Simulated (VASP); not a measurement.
## CaO: single point with PBE

The system is CaO.

```
CELL_PARAMETERS angstrom
0.00000 2.73238 2.73238
2.73238 0.00000 2.73238
2.73238 2.73238 0.00000
ATOMIC_POSITIONS crystal
Ca 0.00000 0.00000 0.00000
O 0.25000 0.25000 0.25000
```

This cell differs from its parent crystal: strain +4.8%.

```yaml
Program: VASP 6.6.1
Task: single point
Functional: PBE
Potentials_or_basis: VASP PAW PBE potentials, release 64 (Ca_sv, O)
Cutoff: 520 eV
k_mesh: 8 × 8 × 8
Occupations: fermi-dirac, width 0.02 eV
Spin: no spin polarisation
Dipole_correction: no
Further_INCAR_settings: ALGO = Normal; EDIFF = 1e-06; NBANDS = 15
```

- Pressure: -7.0 GPa
- Band gap on the k mesh: 2.85 eV (least direct gap 3.26 eV)

Levels at points of the mesh, in eV from the valence-band top:
| k point | band 6 | band 7 | band 8 | band 9 | band 10 | band 11 |
| --- | --- | --- | --- | --- | --- | --- |
| (0.00, 0.00, 0.00) | -0.41 | -0.41 | -0.41 | 2.85 | 7.37 | 7.37 |
| (0.50, 0.00, 0.00) | -0.91 | -0.22 | -0.22 | 5.67 | 7.26 | 7.26 |
| (0.50, 0.50, 0.00) | -1.16 | 0.00 | 0.00 | 4.65 | 6.17 | 8.22 |

Run time: 58 s on 1 thread of Intel Xeon 8259CL, on a shared host, peak memory 0.17 GiB.

Caveat: the cell differs from its parent crystal (strain +4.8%); the cell stands under tension; the structure was generated, so it needn't be the stable form of CaO. A k mesh can miss the band edges.
